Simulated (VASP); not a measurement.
## ZrC: single point with PBE

ZrC:

```
Zr C
1.0
     2.86828    0.00000    0.00000
     0.00000    2.86828    0.00000
     0.00000    0.00000    2.86828
Zr C
1 1
Cartesian
  0.0000 0.0000 0.0000
  1.4341 1.4341 1.4341
```

```yaml
Program: VASP 6.6.1
Task: single point
Functional: PBE
Potentials_or_basis: VASP PAW PBE potentials, release 64 (Zr_sv, C)
Cutoff: 520 eV
k_mesh: 12 × 12 × 12
Occupations: gaussian, width 0.05 eV
Spin: no spin polarisation
```

| Quantity | Value |
| --- | --- |
| Pressure | 11.8 GPa |
| Band gap on the k mesh | zero (bands 8 and 9 overlap by 2.28 eV) |

Levels at points of the mesh, in eV from the Fermi level:
| k point | band 6 | band 7 | band 8 | band 9 | band 10 | band 11 |
| --- | --- | --- | --- | --- | --- | --- |
| (0.00, 0.00, 0.00) | -2.09 | -2.09 | 1.27 | 1.27 | 1.27 | 5.58 |
| (0.50, 0.00, 0.00) | -5.82 | -1.13 | -1.13 | -0.94 | 6.09 | 6.46 |
| (0.50, 0.50, 0.00) | -2.19 | -2.19 | -0.59 | 1.97 | 2.78 | 2.78 |
| (0.50, 0.50, 0.50) | -5.63 | -5.63 | -5.63 | 8.25 | 8.25 | 9.21 |

It took 42 s on 1 thread of Intel Xeon 8259CL, with other jobs on the host, peak memory 0.16 GiB.

Caveat: the cell stands under pressure.
